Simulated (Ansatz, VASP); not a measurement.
HfC in VASP and in Ansatz

```
Hf C
1.0
     0.00000    2.32579    2.32579
     2.32579    0.00000    2.32579
     2.32579    2.32579    0.00000
Hf C
1 1
Direct
  0.00000 0.00000 0.00000
  0.50000 0.50000 0.50000
```

Alike in both runs: functional PBE; k mesh 16 × 16 × 16; occupations gaussian, width 0.1 eV; no spin polarisation.

Ansatz relaxed the structure, and its values are those at the end. VASP's run is a single point on that final structure, the one shown.

|  | VASP | Ansatz |
| --- | --- | --- |
| version | VASP 6.6.1 | Ansatz 0.2.0 |
| potentials or method | VASP PAW PBE potentials, release 64 (Hf_pv, C), cutoff 600 eV | scalar-relativistic, plane waves, PAW |
| valence electrons in the cell | 14 | 30 |

```csv
,VASP,Ansatz,Ansatz less VASP
gap on the k mesh at the Fermi level (eV),none,none,-
pressure (GPa),-0.8,0.0,+0.77
```

A gap of «none» marks a metal or a gap that the smearing closes. With one functional, cell and mesh, what is left measures potentials, basis and numerics. VASP's potentials hold 14 valence electrons a cell and Ansatz's 30, so a difference there can come from the potentials and not from the codes.

Neither program's run includes spin-orbit coupling.
